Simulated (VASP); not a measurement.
# Cu3Mo (P-6m2) in VASP: notebook

Runs on Cu3Mo. Level: PBE. Tasks: single point, relaxation of cell and atoms.

Everything below comes from runs of VASP 6.6.1. Logs are shortened: lines on timing, memory, paths and dates and some standing lists are left out, and cuts for length are marked.

### Step 1. The cell of the first run

It takes space group P-6m2 (No. 187, hexagonal). The conventional cell has a = 2.639 Å, b = 2.639 Å, c = 8.698 Å, α = 90.00°, β = 90.00°, γ = 120.00°. Cu (site symmetry -6m2) has 12 Cu at 2.58 to 2.64 Å within 3.4 Å. Within 3.4 Å of Cu (site symmetry 3m) lie 9 Cu at 2.58 to 2.64 Å and 3 Mo at 2.73 Å. Within 3.5 Å of Mo (site symmetry -6m2) lie 6 Mo at 2.64 Å and 6 Cu at 2.73 Å.

The cell was built from a structure type or drawn by symmetry, and may not be a known phase.

### Step 2. Single point, PBE

INCAR reads:

```
ALGO = Normal
EDIFF = 1E-6
ENCUT = 520
GGA = PE
ISIF = 2
ISMEAR = 0
LASPH = True
LCHARG = True
LELF = True
LREAL = False
LVHAR = True
LWAVE = False
NBANDS = 32
NELM = 60
PREC = Accurate
SIGMA = 0.1
```

KPOINTS reads:

```
k-points
0
Gamma
  6 6 2
```

POSCAR reads:

```
Cu3Mo
1.0
    2.6387176596      0.0000000000      0.0000000000
   -1.3193588298      2.2851965266      0.0000000000
    0.0000000000      0.0000000000      8.6975776375
Cu Mo
3 1
Direct
    0.0000000000      0.0000000000      0.0000000000
    0.6666666667      0.3333333333      0.7608926105
    0.6666666667      0.3333333333      0.2391073895
    0.0000000000      0.0000000000      0.5000000000
```

Potentials or basis: VASP PAW PBE potentials, release 64 (Cu, Mo_sv).

Run with:

```sh
$ cat potpaw_PBE.64/Cu/POTCAR potpaw_PBE.64/Mo_sv/POTCAR > POTCAR
$ mpirun -np 1 vasp_std > vasp.out
```

OUTCAR:

```text
EDIFF = 1E-6
   ENCUT = 520
   GGA = PE
   ISIF = 2
   ISMEAR = 0
   LASPH = True
   LREAL = False
   NELM = 60
   PREC = Accurate

 ion  position               nearest neighbor table
   1  0.000  0.000  0.000-   2 2.58   3 2.58   2 2.58   3 2.58   2 2.58   3 2.58
   2  0.667  0.333  0.761-   1 2.58   1 2.58   1 2.58   4 2.73   4 2.73   4 2.73
   3  0.667  0.333  0.239-   1 2.58   1 2.58   1 2.58   4 2.73   4 2.73   4 2.73
   4  0.000  0.000  0.500-   2 2.73   3 2.73   2 2.73   3 2.73   2 2.73   3 2.73

  LATTYP: Found a hexagonal cell.
 ALAT       =     2.6387176596
 C/A-ratio  =     3.2961380335

  Lattice vectors:

 A1 = (   2.6387176596,   0.0000000000,   0.0000000000)
 A2 = (  -1.3193588298,   2.2851965266,   0.0000000000)
 A3 = (   0.0000000000,   0.0000000000,   8.6975776375)

Analysis of symmetry for initial positions (statically):
=====================================================================
 Subroutine PRICEL returns:
 Original cell was already a primitive cell.

 Routine SETGRP: Setting up the symmetry group for a
 hexagonal supercell.

 Subroutine GETGRP returns: Found 12 space group operations
 (whereof 12 operations were pure point group operations)
 out of a pool of 24 trial point group operations.

The static configuration has the point symmetry D_3h.

Analysis of symmetry for dynamics (positions and initial velocities):
=====================================================================
 Subroutine PRICEL returns:
 Original cell was already a primitive cell.

 Routine SETGRP: Setting up the symmetry group for a
 hexagonal supercell.

 Subroutine GETGRP returns: Found 12 space group operations
 (whereof 12 operations were pure point group operations)
 out of a pool of 24 trial point group operations.

The dynamic configuration has the point symmetry D_3h.

 Subroutine INISYM returns: Found 12 space group operations
 (whereof 12 operations are pure point group operations),
 and found     1 'primitive' translations

----------------------------------------------------------------------------------------

                                     Primitive cell

  volume of cell :      52.4463

  direct lattice vectors                    reciprocal lattice vectors
     2.638717660  0.000000000  0.000000000     0.378971959  0.218799562  0.000000000
    -1.319358830  2.285196527  0.000000000     0.000000000  0.437599125  0.000000000
     0.000000000  0.000000000  8.697577638     0.000000000  0.000000000  0.114974541

  length of vectors
     2.638717660  2.638717660  8.697577638     0.437599125  0.437599125  0.114974541

  position of ions in fractional coordinates (direct lattice)
     0.000000000  0.000000000  0.000000000
     0.666666667  0.333333333  0.760892611
     0.666666667  0.333333333  0.239107389
     0.000000000  0.000000000  0.500000000

  ion indices of the primitive-cell ions
   primitive index   ion index
                 1           1
                 2           2
                 3           3
                 4           4

----------------------------------------------------------------------------------------

 KPOINTS: k-points

Automatic generation of k-mesh.
 Grid dimensions read from file:
 generate k-points for:    6    6    2

 Generating k-lattice:

  Cartesian coordinates                     Fractional coordinates (reciprocal lattice)
     0.063161993  0.036466594  0.000000000     0.166666667 -0.000000000  0.000000000
     0.000000000  0.072933187  0.000000000     0.000000000  0.166666667  0.000000000
     0.000000000  0.000000000  0.057487271     0.000000000  0.000000000  0.500000000

  Length of vectors
     0.072933187  0.072933187  0.057487271

  Shift w.r.t. Gamma in fractional coordinates (k-lattice)
     0.000000000  0.000000000  0.000000000

 Subroutine IBZKPT returns following result:
 ===========================================

 Found     14 irreducible k-points:

 Following reciprocal coordinates:
            Coordinates               Weight
  0.000000  0.000000  0.000000      1.000000
  0.166667  0.000000  0.000000      6.000000
  0.333333  0.000000  0.000000      6.000000
  0.500000  0.000000  0.000000      3.000000
  0.166667  0.166667  0.000000      6.000000
  0.333333  0.166667  0.000000     12.000000
  0.333333  0.333333  0.000000      2.000000
  0.000000  0.000000  0.500000      1.000000
  0.166667  0.000000  0.500000      6.000000
  0.333333  0.000000  0.500000      6.000000
  0.500000  0.000000  0.500000      3.000000
  0.166667  0.166667  0.500000      6.000000
  0.333333  0.166667  0.500000     12.000000
  0.333333  0.333333  0.500000      2.000000
   k-points           NKPTS =     14   k-points in BZ     NKDIM =     14   number of bands    NBANDS=     32
   number of dos      NEDOS =    301   number of ions     NIONS =      4
   total plane-waves  NPLWV =  28000
   dimension x,y,z NGX =    20 NGY =   20 NGZ =   70
   dimension x,y,z NGXF=    40 NGYF=   40 NGZF=  140
   ions per type =               3   1
   NGX,Y,Z   is equivalent  to a cutoff of  12.60, 12.60, 13.38 a.u.
   NGXF,Y,Z  is equivalent  to a cutoff of  25.20, 25.20, 26.76 a.u.
 SYSTEM =  unknown system
   PREC   = accura    normal or accurate (medium, high low for compatibility)
   ISTART =      0    job   : 0-new  1-cont  2-samecut
   ICHARG =      2    charge: 1-file 2-atom 10-const
   ISPIN  =      1    spin polarized calculation?
   LNONCOLLINEAR =      F non collinear calculations
   LSORBIT =      F    spin-orbit coupling
   LASPH  =      T    aspherical Exc in radial PAW
   ENCUT  =  520.0 eV  38.22 Ry    6.18 a.u.   4.91  4.91 16.17*2*pi/ulx,y,z
   NELM   =     60;   NELMIN=  2; NELMDL= -5     # of ELM steps
   EDIFF  = 0.1E-05   stopping-criterion for ELM
   LREAL  =      F    real-space projection
   EDIFFG = 0.1E-04   stopping-criterion for IOM
   NSW    =      0    number of steps for IOM
   IBRION =     -1    ionic relax: 0-MD 1-quasi-New 2-CG
   NFREE  =      0    steps in history (QN), initial steepest desc. (CG)
   ISIF   =      2    stress and relaxation
   ISYM   =      2    0-nonsym 1-usesym 2-fastsym
   POTIM  = 0.5000    time-step for ionic-motion
   TEBEG  =    0.0;   TEEND  =   0.0 temperature during run
   PSTRESS=    0.0 pullay stress
   NELECT =      47.0000    total number of electrons
   NUPDOWN=      -1.0000    fix difference up-down
   EMIN   =  10.00;   EMAX   =-10.00  energy-range for DOS
   EFERMI =   0.00;   METHOD = LEGACY
   ISMEAR =     0;   SIGMA  =   0.10  broadening in eV -4-tet -1-fermi 0-gaus
   EFERMI_NEDOS =   21; number of points for ismear=-14 and -15
   IALGO  =     38    algorithm
   IMIX   =      4    mixing-type and parameters
     AMIX     =   0.40;   BMIX     =  1.00
     AMIX_MAG =   1.60;   BMIX_MAG =  1.00
  volume/ion in A,a.u.               =      13.11        88.48
  Fermi-wavevector in a.u.,A,eV,Ry     =   1.578347  2.982644 33.894556  2.491180
  Thomas-Fermi vector in A             =   2.678892
   LORBIT       =      0    0 simple, 1 ext, 2 COOP (PROOUT), +10 PAW based schemes
   GGA     = PE    functional components
   LHFCALC =     F    Hartree Fock is set to
   AEXX    =    0.0000 exact exchange contribution
   IVDW    =     0    specifies the selected vdW correction
   LEPSILON=     F    determine dielectric tensor
   LRPA    =     F    only Hartree local field effects (RPA)
 non-spin polarized calculation
 Gauss-broadening in eV      SIGMA  =   0.10
  energy-cutoff  :      520.00
  volume of cell :       52.45
 maximum number of plane-waves:      1455
 NGX is ok and might be reduce to    20
   NGX =  9   NGY =  9   NGZ = 33

 number of electron      46.9999999 magnetization

 Free energy of the ion-electron system (eV)
  ---------------------------------------------------
  ext. energy  EPLUGINS =         0.00000000
  ---------------------------------------------------
  free energy    TOTEN  =       -21.23878678 eV

  energy without entropy =      -21.22039430  energy(sigma->0) =      -21.22959054

 E-fermi :   8.7480     XC(G=0): -12.7574

 val. band max:        8.7138207913   @ k =   0.5000   0.0000   0.5000
 cond. band min:       8.7778771883   @ k =   0.1667   0.0000   0.5000
 fundamental gap:      0.0640563970
 Fermi energy:         8.7480094264

 k-point     1 :       0.0000    0.0000    0.0000
  band No.  band energies     occupation
      1     -52.6609      2.00000
      2     -26.7467      2.00000
      3     -25.7292      2.00000
      4     -25.7292      2.00000
      5       0.1336      2.00000
      6       2.0650      2.00000
[... 24 lines left out ...]
     31      22.7419      0.00000
     32      23.3301      0.00000

 k-point     2 :       0.1667    0.0000    0.0000
  band No.  band energies     occupation
      1     -52.5798      2.00000
      2     -26.6710      2.00000
      3     -26.2140      2.00000
      4     -25.8380      2.00000
      5       0.9838      2.00000
      6       2.7078      2.00000
[... 24 lines left out ...]
     31      22.1768      0.00000
     32      23.6582      0.00000

 k-point     3 :       0.3333    0.0000    0.0000
  band No.  band energies     occupation
      1     -52.4138      2.00000
      2     -27.1257      2.00000
      3     -26.5166      2.00000
      4     -26.0499      2.00000
      5       3.0470      2.00000
      6       3.6253      2.00000
[... 24 lines left out ...]
     31      17.6637      0.00000
     32      19.8051      0.00000

 k-point     4 :       0.5000    0.0000    0.0000
  band No.  band energies     occupation
      1     -52.3287      2.00000
      2     -27.5576      2.00000
      3     -26.4380      2.00000
      4     -26.1531      2.00000
      5       3.2772      2.00000
      6       3.5442      2.00000
[... 304 lines left out ...]
     31      19.4414      0.00000
     32      19.4960      0.00000

 k-point    13 :       0.3333    0.1667    0.5000
  band No.  band energies     occupation
      1     -52.3291      2.00000
      2     -27.3340      2.00000
      3     -26.4383      2.00000
      4     -26.4117      2.00000
      5       3.8350      2.00000
      6       4.2742      2.00000
[... 24 lines left out ...]
     31      17.6734      0.00000
     32      18.2000      0.00000

 k-point    14 :       0.3333    0.3333    0.5000
  band No.  band energies     occupation
      1     -52.2865      2.00000
      2     -27.0271      2.00000
      3     -27.0210      2.00000
      4     -26.3990      2.00000
      5       4.6272      2.00000
      6       4.7099      2.00000
[... 24 lines left out ...]
     31      17.1697      0.00000
     32      17.3609      0.00000

------------------------ aborting loop because EDIFF is reached ----------------------------------------

  FORCE on cell =-STRESS in cart. coord.  units (eV):
  Direction    XX          YY          ZZ          XY          YZ          ZX
  --------------------------------------------------------------------------------------
  -------------------------------------------------------------------------------------
  Total        0.2223848      0.2223848      0.4028177      0.0000000      0.0000000      0.0000000
  in kB        6.7936131      6.7936131     12.3056436      0.0000000      0.0000000      0.0000000
  external PRESSURE =       8.6309566 kB  Pullay stress =       0.0000000 kB

 VOLUME and BASIS-vectors are now :
 -----------------------------------------------------------------------------
  energy-cutoff  :      520.00
  volume of cell :       52.45
      direct lattice vectors                 reciprocal lattice vectors
     2.638717660  0.000000000  0.000000000     0.378971959  0.218799562  0.000000000
    -1.319358830  2.285196527  0.000000000     0.000000000  0.437599125  0.000000000
     0.000000000  0.000000000  8.697577638     0.000000000  0.000000000  0.114974541

 POSITION                                       TOTAL-FORCE (eV/Angst)
 -----------------------------------------------------------------------------------
      0.00000      0.00000      0.00000        -0.000000     -0.000000      0.000000
      1.31936      0.76173      6.61792         0.000000      0.000000      0.005101
      1.31936      0.76173      2.07966         0.000000     -0.000000     -0.005101
      0.00000      0.00000      4.34879        -0.000000     -0.000000      0.000000
 -----------------------------------------------------------------------------------
    total drift:                                0.000003     -0.000002      0.000000

  FREE ENERGIE OF THE ION-ELECTRON SYSTEM (eV)
  ---------------------------------------------------
  free  energy   TOTEN  =       -21.2387867837 eV

  energy  without entropy=      -21.2203943028  energy(sigma->0) =      -21.22959054
```

Run time: 22 s. Hardware: 1 thread of AMD EPYC 9R45 (Zen 5), shared host; peak memory 0.15 GiB.

Results:

```
Free energy            : -21.2388 eV
Pressure               : 0.9 GPa
Largest force          : 0.005 eV/Å
Band gap on the k mesh : zero (an odd number of electrons rules out a gap without spin polarisation)
```

Forces on the atoms (eV/Å):
```
Cu   0.000  0.000  0.000
Cu   0.000  0.000  0.005
Cu   0.000  0.000 -0.005
Mo   0.000  0.000  0.000
```

Levels at points of the mesh, in eV from the Fermi level:
| k point | band 19 | band 20 | band 21 | band 22 | band 23 | band 24 | band 25 | band 26 | band 27 | band 28 |
| --- | --- | --- | --- | --- | --- | --- | --- | --- | --- | --- |
| (0.00, 0.00, 0.00) | -2.44 | -2.18 | -2.18 | -1.67 | -1.67 | -0.95 | -0.95 | -0.41 | 2.50 | 2.50 |
| (0.50, 0.00, 0.00) | -1.76 | -1.70 | -1.38 | -0.81 | 0.71 | 0.81 | 1.35 | 1.70 | 3.43 | 4.85 |
| (0.00, 0.00, 0.50) | -2.20 | -2.13 | -2.13 | -1.76 | -1.71 | -1.71 | -0.94 | -0.94 | 2.50 | 2.50 |
| (0.50, 0.00, 0.50) | -1.68 | -1.46 | -1.38 | -0.81 | -0.03 | 1.28 | 1.33 | 1.55 | 4.02 | 4.85 |

Caveat: the k points lie up to 0.46 Å⁻¹ apart, too coarse for converged energies and pressures of a metal.

### Step 3. Single point, PBE

This run uses another cell than the first one, of 14.79 Å³/atom.

INCAR reads:

```
SYSTEM = Cu3Mo
PREC = Accurate ; ENCUT = 520
EDIFF = 1E-6 ; ISMEAR = 0
SIGMA = 0.1 ; LREAL = .FALSE.
LASPH = .TRUE. ; NELM = 80
ALGO = Normal ; ISIF = 2
LWAVE = .FALSE. ; LCHARG = .TRUE.
GGA = PE ; LELF = .TRUE.
LVHAR = .TRUE. ; NBANDS = 32
```

KPOINTS reads:

```
Automatic mesh
0
G
  6 6 2
  0 0 0
```

POSCAR reads:

```
Cu3Mo
1.0
    2.7988949800      0.0000000000      0.0000000000
   -1.3994474900      2.4239141600      0.0000000000
    0.0000000000      0.0000000000      8.7190305400
Cu Mo
3 1
Direct
    0.0000000000      0.0000000000      0.0000000000
    0.6666666700      0.3333333300      0.7616215300
    0.6666666700      0.3333333300      0.2383784700
    0.0000000000      0.0000000000      0.5000000000
```

Potentials or basis: VASP PAW PBE potentials, release 64 (Cu, Mo_sv).

Run with:

```sh
$ cat potpaw_PBE.64/Cu/POTCAR potpaw_PBE.64/Mo_sv/POTCAR > POTCAR
$ mpirun -np 1 vasp_std > vasp.out
```

Run time: 28 s. Hardware: 1 thread of AMD EPYC 9R45 (Zen 5), shared host; peak memory 0.17 GiB.

Results (log left out):

```yaml
Free_energy: -20.8841 eV
Pressure: -13.7 GPa
Largest_force: 0.156 eV/Å
Band_gap_on_the_k_mesh: zero (an odd number of electrons rules out a gap without spin polarisation)
```

Forces in eV/Å, atoms in the order of the input:
```
Cu   0.000  0.000  0.000
Cu   0.000  0.000 -0.156
Cu   0.000  0.000  0.156
Mo   0.000  0.000  0.000
```

Stress tensor (GPa, compression positive):
```
-15.54   0.00   0.00
  0.00 -15.54   0.00
  0.00   0.00  -9.94
```

Levels at points of the mesh, in eV from the Fermi level:
```
           k point  band 21  band 22  band 23  band 24  band 25  band 26
(0.00, 0.00, 0.00)    -2.06    -1.69    -1.69    -0.58    -0.58     0.16
(0.50, 0.00, 0.00)    -1.47    -0.84     0.43     0.64     1.10     1.31
(0.00, 0.00, 0.50)    -1.87    -1.72    -1.72    -1.11    -0.58    -0.58
(0.50, 0.00, 0.50)    -1.39    -0.79    -0.07     0.82     1.07     1.08
```

Caveat: the k points lie up to 0.43 Å⁻¹ apart, too coarse for converged energies and pressures of a metal.

### Step 4. Relaxation of cell and atoms, PBE

This run uses another cell than the first one, of 14.79 Å³/atom.

INCAR reads:

```
SYSTEM = Cu3Mo
PREC = Accurate
ENCUT = 600
EDIFF = 1E-6
ISMEAR = 0
SIGMA = 0.1
LREAL = .False.
LASPH = .True.
NELM = 80
ALGO = Fast
ISIF = 3
LWAVE = .False.
LCHARG = .False.
GGA = PE
IBRION = 2
NSW = 90
EDIFFG = -0.04
```

KPOINTS reads:

```
Automatic mesh
0
Gamma
  6 6 2
  0 0 0
```

POSCAR is that of step 3.

Run with:

```sh
$ cat potpaw_PBE.64/Cu/POTCAR potpaw_PBE.64/Mo_sv/POTCAR > POTCAR
$ mpirun -np 1 vasp_std > vasp.out
```

It took 2.9 min on 1 thread of AMD EPYC 9R45 (Zen 5), shared host; peak memory 0.18 GiB.

Results (log left out):

* Free energy: -21.2434 eV
* Relaxed volume: 13.18 Å³/atom
* Relaxed cell: a = 2.641 Å, b = 2.641 Å, c = 8.731 Å, α = 90.00°, β = 90.00°, γ = 120.00°
* Space group after relaxing (to 0.1 Å): P-6m2 (No. 187)
* Energy gained by relaxing: 89.8 meV/atom
* Ionic steps: 9
* Pressure after relaxing: 0.0 GPa
* Largest force after relaxing: 0.039 eV/Å
* Band gap on the k mesh: zero (an odd number of electrons rules out a gap without spin polarisation)

Forces in eV/Å, atoms in the order of the input:
```
Cu   0.000  0.000  0.000
Cu   0.000  0.000 -0.039
Cu   0.000  0.000  0.039
Mo   0.000  0.000  0.000
```

The path:
```tsv
step	energy change (eV)	largest force (eV/Å)	pressure (GPa)	volume (Å³)
1	0.0000	0.1549	-13.76	59.15
2	-0.1833	0.2256	14.56	48.92
3	-0.3269	0.0495	0.36	52.61
4	-0.3269	0.0542	0.85	52.48
5	-0.3538	0.0027	0.87	52.42
6	-0.3581	0.0377	0.95	52.37
7	-0.3586	0.0429	-0.63	52.99
8	-0.3593	0.0445	-0.02	52.72
9	-0.3593	0.0395	0.02	52.73
```

Final structure:
```
Cu Mo
1.0
     2.64077    0.00000    0.00000
    -1.32039    2.28698    0.00000
     0.00000    0.00000    8.73131
Cu Mo
3 1
Direct
  0.00000 0.00000 0.00000
  0.66667 0.33333 0.76134
  0.66667 0.33333 0.23866
  0.00000 0.00000 0.50000
```

Levels at points of the mesh, in eV from the Fermi level:
| k point | band 20 | band 21 | band 22 | band 23 | band 24 | band 25 | band 26 | band 27 |
| --- | --- | --- | --- | --- | --- | --- | --- | --- |
| (0.00, 0.00, 0.00) | -2.16 | -2.16 | -1.66 | -1.66 | -0.95 | -0.95 | -0.43 | 2.50 |
| (0.50, 0.00, 0.00) | -1.68 | -1.37 | -0.80 | 0.73 | 0.82 | 1.34 | 1.70 | 3.41 |
| (0.00, 0.00, 0.50) | -2.11 | -2.11 | -1.76 | -1.70 | -1.70 | -0.94 | -0.94 | 2.50 |
| (0.50, 0.00, 0.50) | -1.46 | -1.37 | -0.79 | -0.02 | 1.29 | 1.33 | 1.55 | 3.99 |

Caveat: the k points lie up to 0.46 Å⁻¹ apart in the final cell, too coarse for converged energies and pressures of a metal.

### Step 5. The runs side by side

```tsv
task	cell	cutoff (eV)	gap on the mesh (eV)	pressure (GPa)	largest force (eV/Å)
single point	a = 2.639, b = 2.639, c = 8.698 Å, angles 90.0, 90.0, 120.0°, 4 atoms	520	none	0.9	0.01
single point	a = 2.799, b = 2.799, c = 8.719 Å, angles 90.0, 90.0, 120.0°, 4 atoms	520	none	-13.7	0.16
relaxation of cell and atoms	relaxed from a = 2.799, b = 2.799, c = 8.719 Å, angles 90.0, 90.0, 120.0°, 4 atoms	600	none	0.0	0.04
```

Alike in all rows: level PBE; potentials or basis VASP PAW PBE potentials, release 64 (Cu, Mo_sv); no spin polarisation; k mesh 6 × 6 × 2; smearing gaussian 0.1 eV.

Caveats: all runs use coarse meshes.

Total energies depend on the potentials used, so only differences within one code and one set of settings carry meaning.
